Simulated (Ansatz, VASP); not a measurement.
## Ti in VASP and in Ansatz

```
Ti
1.0
     2.88978    0.00000    0.00000
    -1.44489    2.50262    0.00000
     0.00000    0.00000    4.59034
Ti
2
Direct
  0.33333 0.66667 0.25000
  0.66667 0.33333 0.75000
```

Change from the starting cell: volume scaled by 0.94.

Alike in both runs: task single point; functional PBEsol; k mesh 14 × 14 × 8; occupations fermi-dirac, width 0.05 eV; no spin polarisation.

|  | VASP | Ansatz |
| --- | --- | --- |
| version | VASP 6.6.1 | Ansatz 0.2.0 |
| potentials or method | VASP PAW PBE potentials, release 64 (Ti_sv), cutoff 520 eV | all-electron LAPW, scalar-relativistic |

Ansatz gave:

- pressure (GPa): 0.9
- traceless stress, the component that is largest in VASP (GPa): -0.29

**Question.** Estimate VASP's values.

**Answer.** Pressure (GPa): 0.7; traceless stress, the component that is largest in VASP (GPa): -0.29.

VASP's potentials were made for PBE, not for PBEsol. Ansatz ran all-electron here, and VASP with PAW potentials.
